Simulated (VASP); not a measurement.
A run of VASP 6.6.1 is set up as follows.

INCAR

```
  ALGO = Normal
  EDIFF = 1E-8
  ENCUT = 520
  GGA = PS
  IBRION = 8
  ISIF = 2
  ISMEAR = 0
  LASPH = True
  LCHARG = False
  LEPSILON = True
  LREAL = False
  LWAVE = False
  NELM = 60
  NSW = 1
  PREC = Accurate
  SIGMA = 0.01
```

KPOINTS

```
k-points
0
Gamma
  12 12 12
```

POSCAR

```
SiC
1.0
    0.0000000000      2.1627585675      2.1627585675
    2.1627585675      0.0000000000      2.1627585675
    2.1627585675      2.1627585675      0.0000000000
Si C
1 1
Direct
    0.0000000000      0.0000000000      0.0000000000
    0.7500000000      0.7500000000      0.7500000000
```

Potentials or basis: VASP PAW PBE potentials, release 64 (Si, C).

Run with:

```bash
$ cat potpaw_PBE.64/Si/POTCAR potpaw_PBE.64/C/POTCAR > POTCAR
$ mpirun -np 1 vasp_std > vasp.out
```

(1) What does it give for the electronic dielectric tensor (diagonal)?

(2) What does it give for the Born charges (mean of the diagonal)?

(3) Estimate the highest phonon frequency at Γ, LO-TO splitting left out.

Results:

(1) 7.02.

(2) Si +2.72; C -2.72 e.

(3) 807 cm⁻¹.

Caveat: the cell wasn't relaxed at this level first, which shifts response properties.
